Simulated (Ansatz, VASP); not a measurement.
# Two plane-wave programs on Pb

Contents of INCAR:

```
PREC = Accurate
ENCUT = 520
EDIFF = 1E-6
ISMEAR = -1
SIGMA = 0.05
LREAL = False
LASPH = True
NELM = 80
ALGO = Normal
ISIF = 2
LWAVE = False
LCHARG = False
GGA = CA
NBANDS = 13
```

File KPOINTS:

```
regular mesh
0
Gamma
  9 9 9
```

The input POSCAR:

```
Pb
1.0
    0.0000000000      2.4244952108      2.4244952108
    2.4244952108      0.0000000000      2.4244952108
    2.4244952108      2.4244952108      0.0000000000
Pb
1
Direct
    0.0000000000      0.0000000000      0.0000000000
```

File input.yaml:

```yaml
crystal:
  lattice:
    - [0.0, 2.4244952108, 2.4244952108]
    - [2.4244952108, 0.0, 2.4244952108]
    - [2.4244952108, 2.4244952108, 0.0]
  atoms:
    - { symbol: Pb, position: [0.0, 0.0, 0.0] }
hamiltonian:
  xc: lda
  pseudopotentials: { kind: paw }
kpoints:
  mp_grid: { grid: [9, 9, 9] }
scf:
  occupations: { method: fermi_dirac, width: 0.05 }
output:
  forces: true
  stress: true
  eigenvalues: true
  write_density: true
  write_potential: true
  elf: true
  volumetric_format: npy
```

Alike in both runs: task single point; functional LDA; k mesh 9 × 9 × 9; occupations fermi-dirac, width 0.05 eV; no spin polarisation.

|  | VASP | Ansatz |
| --- | --- | --- |
| version | VASP 6.6.1 | Ansatz 0.2.0 |
| potentials or method | VASP PAW LDA potentials, release 64 (Pb_d) | Ansatz PAW |
| plane-wave cutoff (eV) | 520 | 420 |
| valence electrons in the cell | 14 | 14 |

Ansatz gave:

| Item | Value |
| --- | --- |
| gap on the k mesh at the Fermi level (eV) | none |
| pressure (GPa) | 1.0 |

Task: Estimate VASP's values.

Result: gap on the k mesh at the Fermi level (eV): none; pressure (GPa): 1.1.

LDA's correlation is that of Perdew and Zunger in VASP and of Perdew and Wang (1992) in Ansatz. A gap of «none» marks a metal or a gap that the smearing closes.

Neither program's run includes spin-orbit coupling.
